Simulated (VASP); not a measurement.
Write the native input for VASP 6.6.1 that does the following.

| Property | Result |
| --- | --- |
| Task | single point |
| Functional | PBE |
| Potentials or basis | VASP PAW PBE potentials, release 64 (Li_sv, La, Cd, As) |
| Cutoff | 520 eV |
| k mesh | 6 × 6 × 4 |
| Occupations | gaussian, width 0.02 eV |
| Spin | no spin polarisation |
| Dipole correction | no |
| Further INCAR settings | ALGO = Normal; EDIFF = 1e-06; NBANDS = 26 |

The structure of LiLaCdAs2 lies in POSCAR:

```
LiLaCdAs2
1.0
    4.3417578934      0.0000000000      0.0000000000
   -2.1708789467      3.7600726328      0.0000000000
    0.0000000000      0.0000000000      6.9983899840
Li La Cd As
1 1 1 2
Direct
    0.6666666667      0.3333333333      0.3679703887
    0.0000000000      0.0000000000      0.0090795276
    0.3333333333      0.6666666667      0.6188893662
    0.3333333333      0.6666666667      0.2432782580
    0.6666666667      0.3333333333      0.7607834495
```

The input as run:

INCAR

```
SYSTEM = LiLaCdAs2
  ALGO = Normal
  EDIFF = 1E-6
  ENCUT = 520
  GGA = PE
  ISIF = 2
  ISMEAR = 0
  LASPH = .True.
  LCHARG = .True.
  LELF = .True.
  LREAL = .False.
  LVHAR = .True.
  LWAVE = .False.
  NBANDS = 26
  NELM = 100
  PREC = Accurate
  SIGMA = 0.02
```

KPOINTS

```
k-points
0
Gamma
  6 6 4
  0 0 0
```

Potentials or basis: VASP PAW PBE potentials, release 64 (Li_sv, La, Cd, As).

Command:

```console
$ cat potpaw_PBE.64/Li_sv/POTCAR potpaw_PBE.64/La/POTCAR potpaw_PBE.64/Cd/POTCAR potpaw_PBE.64/As/POTCAR > POTCAR
$ mpirun -np 1 vasp_std > vasp.out
```

It gave:

The largest force is 0.033 eV/Å and the band gap on the k mesh is 0.82 eV (least direct gap 1.14 eV).

Caveat: spin-orbit coupling is left out, which moves the levels of the heavy elements.

Wall time 47 s on 1 thread of Intel(R) Xeon(R) 6975P-C (Granite Rapids) (shared host), peak memory 0.29 GiB.
